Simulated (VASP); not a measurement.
# Sb in VASP: notebook, part 2 of 2

VASP 6.6.1.

**4. Single point, PBE+D3(BJ)**

INCAR

```
ALGO = Normal ; DIPOL = 0.5 0.5 0.388
EDIFF = 1E-7 ; ENCUT = 520
GGA = PE ; IDIPOL = 3
ISIF = 2 ; ISMEAR = 0
IVDW = 12 ; LASPH = True
LCHARG = True ; LDIPOL = True
LELF = True ; LREAL = False
LVACPOTAV = True ; LVHAR = True
LWAVE = False ; NBANDS = 18
NELM = 100 ; PREC = Accurate
SIGMA = 0.05
```

KPOINTS

```
k-points
0
Gamma
  9 9 1
```

POSCAR

```
Sb
1.0
    4.0686848921      0.0000000000      0.0000000000
   -2.0343424461      3.5235844766      0.0000000000
    0.0000000000      0.0000000000     20.8000277116
Sb
4
Direct
    0.3333333333      0.6666666667      0.2956733491
    0.6666666667      0.3333333333      0.2163458656
    0.7777777778      0.5555555556      0.5600967399
    0.4444444444      0.8888888889      0.4807692564
```

Potentials or basis: VASP PAW PBE potentials, release 64 (Sb).

Command:

```console
$ cat potpaw_PBE.64/Sb/POTCAR > POTCAR
$ mpirun -np 1 vasp_std > vasp.out
```

OUTCAR:

```text
EDIFF = 1E-7
   ENCUT = 520
   GGA = PE
   ISIF = 2
   ISMEAR = 0
   IVDW = 12
   LASPH = True
   LREAL = False
   NELM = 100
   PREC = Accurate
 IVDW          = 12

 ion  position               nearest neighbor table
   1  0.333  0.667  0.296-   2 2.87   2 2.87   2 2.87
   2  0.667  0.333  0.216-   1 2.87   1 2.87   1 2.87
   3  0.778  0.556  0.560-   4 2.87   4 2.87   4 2.87
   4  0.444  0.889  0.481-   3 2.87   3 2.87   3 2.87

  LATTYP: Found a hexagonal cell.
 ALAT       =     4.0686848921
 C/A-ratio  =     5.1122237930

  Lattice vectors:

 A1 = (   4.0686848921,   0.0000000000,   0.0000000000)
 A2 = (  -2.0343424461,   3.5235844766,   0.0000000000)
 A3 = (   0.0000000000,   0.0000000000,  20.8000277116)

Analysis of symmetry for initial positions (statically):
=====================================================================
 Subroutine PRICEL returns:
 Original cell was already a primitive cell.

 Routine SETGRP: Setting up the symmetry group for a
 hexagonal supercell.

 Subroutine GETGRP returns: Found  2 space group operations
 (whereof  2 operations were pure point group operations)
 out of a pool of 24 trial point group operations.

The static configuration has the point symmetry C_1h.

Analysis of symmetry for dynamics (positions and initial velocities):
=====================================================================
 Subroutine PRICEL returns:
 Original cell was already a primitive cell.

 Routine SETGRP: Setting up the symmetry group for a
 hexagonal supercell.

 Subroutine GETGRP returns: Found  2 space group operations
 (whereof  2 operations were pure point group operations)
 out of a pool of 24 trial point group operations.

The dynamic configuration has the point symmetry C_1h.

 Subroutine INISYM returns: Found  2 space group operations
 (whereof  2 operations are pure point group operations),
 and found     1 'primitive' translations

----------------------------------------------------------------------------------------

                                     Primitive cell

  volume of cell :     298.1966

  direct lattice vectors                    reciprocal lattice vectors
     4.068684892  0.000000000  0.000000000     0.245779663  0.141900954  0.000000000
    -2.034342446  3.523584477  0.000000000     0.000000000  0.283801909  0.000000000
     0.000000000  0.000000000 20.800027712     0.000000000  0.000000000  0.048076859

  length of vectors
     4.068684892  4.068684892 20.800027712     0.283801909  0.283801909  0.048076859

  position of ions in fractional coordinates (direct lattice)
     0.333333333  0.666666667  0.295673349
     0.666666667  0.333333333  0.216345866
     0.777777778  0.555555556  0.560096740
     0.444444444  0.888888889  0.480769256

  ion indices of the primitive-cell ions
   primitive index   ion index
                 1           1
                 2           2
                 3           3
                 4           4

----------------------------------------------------------------------------------------

 KPOINTS: k-points

Automatic generation of k-mesh.
 Grid dimensions read from file:
 generate k-points for:    9    9    1
[... 24 lines left out ...]
  0.222222 -0.000000  0.000000      4.000000
  0.000000  0.222222  0.000000      2.000000
  0.333333 -0.000000  0.000000      4.000000
[... 16 lines left out ...]
 -0.222222 -0.444444  0.000000      4.000000
  0.444444  0.333333  0.000000      4.000000
   k-points           NKPTS =     25   k-points in BZ     NKDIM =     25   number of bands    NBANDS=     18
   number of dos      NEDOS =    301   number of ions     NIONS =      4
   total plane-waves  NPLWV = 144000
   dimension x,y,z NGX =    30 NGY =   30 NGZ =  160
   dimension x,y,z NGXF=    60 NGYF=   60 NGZF=  320
   ions per type =               4
   NGX,Y,Z   is equivalent  to a cutoff of  12.26, 12.26, 12.79 a.u.
   NGXF,Y,Z  is equivalent  to a cutoff of  24.52, 24.52, 25.58 a.u.
 SYSTEM =  unknown system
   PREC   = accura    normal or accurate (medium, high low for compatibility)
   ISTART =      0    job   : 0-new  1-cont  2-samecut
   ICHARG =      2    charge: 1-file 2-atom 10-const
   ISPIN  =      1    spin polarized calculation?
   LNONCOLLINEAR =      F non collinear calculations
   LSORBIT =      F    spin-orbit coupling
   LASPH  =      T    aspherical Exc in radial PAW
   ENCUT  =  520.0 eV  38.22 Ry    6.18 a.u.   7.57  7.57 38.67*2*pi/ulx,y,z
   NELM   =    100;   NELMIN=  2; NELMDL= -5     # of ELM steps
   EDIFF  = 0.1E-06   stopping-criterion for ELM
   LREAL  =      F    real-space projection
   EDIFFG = 0.1E-05   stopping-criterion for IOM
   NSW    =      0    number of steps for IOM
   IBRION =     -1    ionic relax: 0-MD 1-quasi-New 2-CG
   NFREE  =      0    steps in history (QN), initial steepest desc. (CG)
   ISIF   =      2    stress and relaxation
   ISYM   =      2    0-nonsym 1-usesym 2-fastsym
   POTIM  = 0.5000    time-step for ionic-motion
   TEBEG  =    0.0;   TEEND  =   0.0 temperature during run
   PSTRESS=    0.0 pullay stress
   NELECT =      20.0000    total number of electrons
   NUPDOWN=      -1.0000    fix difference up-down
   EMIN   =  10.00;   EMAX   =-10.00  energy-range for DOS
   EFERMI =   0.00;   METHOD = LEGACY
   ISMEAR =     0;   SIGMA  =   0.05  broadening in eV -4-tet -1-fermi 0-gaus
   EFERMI_NEDOS =   21; number of points for ismear=-14 and -15
   IALGO  =     38    algorithm
   IMIX   =      4    mixing-type and parameters
     AMIX     =   0.40;   BMIX     =  1.00
     AMIX_MAG =   1.60;   BMIX_MAG =  1.00
  volume/ion in A,a.u.               =      74.55       503.08
  Fermi-wavevector in a.u.,A,eV,Ry     =   0.665146  1.256945  6.019487  0.442420
  Thomas-Fermi vector in A             =   1.739052
   LORBIT       =      0    0 simple, 1 ext, 2 COOP (PROOUT), +10 PAW based schemes
   GGA     = PE    functional components
   LHFCALC =     F    Hartree Fock is set to
   AEXX    =    0.0000 exact exchange contribution
   IVDW    =    12    specifies the selected vdW correction
   LEPSILON=     F    determine dielectric tensor
   LRPA    =     F    only Hartree local field effects (RPA)
 non-spin polarized calculation
 Gauss-broadening in eV      SIGMA  =   0.05
  energy-cutoff  :      520.00
  volume of cell :      298.20
 maximum number of plane-waves:      8073
   NGX = 15   NGY = 15   NGZ = 77

 dipolmoment           0.000000      0.000000     -0.000001 electrons x Angstroem

 number of electron      20.0000000 magnetization

 dipolmoment           0.000000      0.000000      0.000374 electrons x Angstroem

 Free energy of the ion-electron system (eV)
  ---------------------------------------------------
  ext. energy  EPLUGINS =         0.00000000
  ---------------------------------------------------
  free energy    TOTEN  =       -16.16952290 eV

  energy without entropy =      -16.16952290  energy(sigma->0) =      -16.16952290

 E-fermi :   0.1637     XC(G=0):  -4.7520

 val. band max:       -0.1007383826   @ k =   0.0000   0.0000   0.0000
 cond. band min:       0.7719358638   @ k =   0.3333  -0.0000   0.0000
 fundamental gap:      0.8726742464
 Fermi energy:         0.1637098213

 k-point     1 :       0.0000    0.0000    0.0000
  band No.  band energies     occupation
      1     -11.6569      2.00000
      2     -11.5904      2.00000
      3      -6.8048      2.00000
      4      -6.3592      2.00000
      5      -1.4794      2.00000
      6      -0.2649      2.00000
[... 481 lines left out ...]
      5      -3.5737      2.00000
      6      -3.4699      2.00000
[... 10 lines left out ...]
     17       5.6395      0.00000
     18       6.0341      0.00000

 [... further k-points ...]

------------------------ aborting loop because EDIFF is reached ----------------------------------------

 Edisp (eV)   -1.16187

 E8    (eV) :    -0.5565

  FORCE on cell =-STRESS in cart. coord.  units (eV):
  Direction    XX          YY          ZZ          XY          YZ          ZX
  --------------------------------------------------------------------------------------
  -------------------------------------------------------------------------------------
  Total       0.07375     0.15173     0.28156    -0.00000     0.29699    -0.00000
  in kB       0.39626     0.81521     1.51282    -0.00000     1.59568    -0.00000
  external pressure =        0.91 kB  Pullay stress =        0.00 kB

 VOLUME and BASIS-vectors are now :
 -----------------------------------------------------------------------------
  energy-cutoff  :      520.00
  volume of cell :      298.20
      direct lattice vectors                 reciprocal lattice vectors
     4.068684892  0.000000000  0.000000000     0.245779663  0.141900954  0.000000000
    -2.034342446  3.523584477  0.000000000     0.000000000  0.283801909  0.000000000
     0.000000000  0.000000000 20.800027712     0.000000000  0.000000000  0.048076859

 POSITION                                       TOTAL-FORCE (eV/Angst)
 -----------------------------------------------------------------------------------
     -0.00000      2.34906      6.15001         0.000000     -0.040585      0.097555
      2.03434      1.17453      4.50000         0.000000     -0.018920     -0.095663
      2.03434      1.95755     11.65003        -0.000000      0.021298      0.094499
     -0.00000      3.13208     10.00001        -0.000000      0.038207     -0.096392
 -----------------------------------------------------------------------------------
    total drift:                                0.000000      0.000001      0.000022

  FREE ENERGIE OF THE ION-ELECTRON SYSTEM (eV)
  ---------------------------------------------------
  free  energy   TOTEN  =       -17.3313888257 eV

  energy  without entropy=      -17.3313888257  energy(sigma->0) =      -17.33138883

 vacuum level on the upper side and lower side of the slab         4.635         4.630
```

OSZICAR:

```text
N       E                     dE             d eps       ncg     rms          rms(c)
DAV:   1     0.104256486363E+03    0.10426E+03   -0.58767E+03   900   0.782E+02
DAV:   2    -0.626025445144E+01   -0.11052E+03   -0.10444E+03  1210   0.130E+02
DAV:   3    -0.160157317391E+02   -0.97555E+01   -0.96628E+01  1292   0.442E+01
[... 12 lines left out ...]
DAV:  16    -0.161695148900E+02   -0.16700E-04   -0.37572E-07   934   0.250E-03    0.761E-04
DAV:  17    -0.161695216768E+02   -0.67868E-05   -0.18886E-07   894   0.140E-03    0.196E-04
DAV:  18    -0.161695226967E+02   -0.10199E-05   -0.30935E-08   938   0.621E-04    0.883E-05
DAV:  19    -0.161695229019E+02   -0.20519E-06   -0.97780E-09   806   0.356E-04    0.318E-05
DAV:  20    -0.161695229029E+02   -0.10267E-08   -0.99443E-10   700   0.145E-04
   1 F= -.17331389E+02 E0= -.17331389E+02  d E =-.264182E-15
```

Wall time 3.5 min (1 thread of Intel Xeon Platinum 8375C at 2.90GHz (Ice Lake), shared host); peak memory 0.41 GiB.

What came out:

```
Free energy                : -17.3314 eV
Largest force              : 0.106 eV/Å
Band gap on the k mesh     : 0.87 eV, indirect (least direct gap 1.36 eV)
Dispersion energy per atom : -0.290 eV
```

Forces on the atoms (eV/Å):
```
Sb   0.000 -0.041  0.098
Sb   0.000 -0.019 -0.096
Sb   0.000  0.021  0.094
Sb   0.000  0.038 -0.096
```

Levels at points of the mesh, in eV from the valence-band top:
| k point | band 8 | band 9 | band 10 | band 11 | band 12 | band 13 |
| --- | --- | --- | --- | --- | --- | --- |
| (0.00, 0.00, 0.00) | -0.03 | -0.01 | 0.00 | 1.49 | 1.98 | 2.71 |

Caveat: spin-orbit coupling is left out, which moves the levels of the heavy elements.
